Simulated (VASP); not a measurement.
# AlPt3C: single point with PBE

AlPt3C:

```
Al Pt C
1.0
     4.18515    0.00000    0.00000
     0.00000    4.18515    0.00000
     0.00000    0.00000    4.18515
Al Pt C
1 3 1
Cartesian
  0.0000 0.0000 0.0000
  0.0000 2.0926 2.0926
  2.0926 0.0000 2.0926
  2.0926 2.0926 0.0000
  2.0926 2.0926 2.0926
```

```json
{"Program": "VASP 6.6.1", "Task": "single point", "Functional": "PBE", "Potentials or basis": "VASP PAW PBE potentials, release 64 (Al, Pt, C)", "Cutoff": "520 eV", "k mesh": "6 × 6 × 6", "Occupations": "methfessel-paxton, width 0.5 eV", "Spin": "no spin polarisation", "Dipole correction": "no", "Further INCAR settings": "ALGO = Normal; EDIFF = 1e-06; NBANDS = 26"}
```

```yaml
Pressure: -1.2 GPa
```

Levels at points of the mesh, in eV from the Fermi level:
| k point | band 15 | band 16 | band 17 | band 18 | band 19 | band 20 | band 21 | band 22 | band 23 | band 24 |
| --- | --- | --- | --- | --- | --- | --- | --- | --- | --- | --- |
| (0.00, 0.00, 0.00) | -2.76 | -0.95 | -0.93 | -0.93 | -0.93 | 1.19 | 1.19 | 1.19 | 2.40 | 3.91 |
| (0.50, 0.00, 0.00) | -2.83 | -2.22 | -0.93 | -0.27 | -0.27 | 1.04 | 2.95 | 3.65 | 3.65 | 3.94 |
| (0.50, 0.50, 0.00) | -2.60 | -2.19 | -1.64 | -0.44 | -0.44 | 0.96 | 2.02 | 4.47 | 4.67 | 4.67 |
| (0.50, 0.50, 0.50) | -2.33 | -2.33 | -1.13 | -1.13 | -1.13 | 0.95 | 0.95 | 0.95 | 1.18 | 8.19 |

It took 18 s on 1 thread of AMD EPYC 9R45 96-Core Processor (Zen 5), with other jobs on the host, peak memory 0.16 GiB.

Caveat: spin-orbit coupling is left out, which moves the levels of the heavy elements.
